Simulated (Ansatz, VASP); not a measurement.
**Nb: VASP beside Ansatz**

```
Nb
1.0
     2.83132    0.00000    0.00000
    -1.41566    2.45199    0.00000
     0.00000    0.00000    5.17099
Nb
2
Direct
  0.33333 0.66667 0.25000
  0.66667 0.33333 0.75000
```

Alike in both runs: task single point; functional PBE; k mesh 21 × 21 × 10; occupations fermi-dirac, width 0.1 eV; no spin polarisation.

```csv
,VASP,Ansatz
version,VASP 6.6.1,Ansatz 0.2.0
potentials or method,"VASP PAW PBE potentials, release 64 (Nb_sv), cutoff 520 eV","plane waves (420 eV) with PAW, scalar-relativistic"
valence electrons in the cell,26,26
```

```csv
,VASP,Ansatz,Ansatz less VASP
pressure (GPa),6.7,7.0,+0.34
"traceless stress, the component that is largest in VASP (GPa)",-0.26,-0.23,+0.030
```
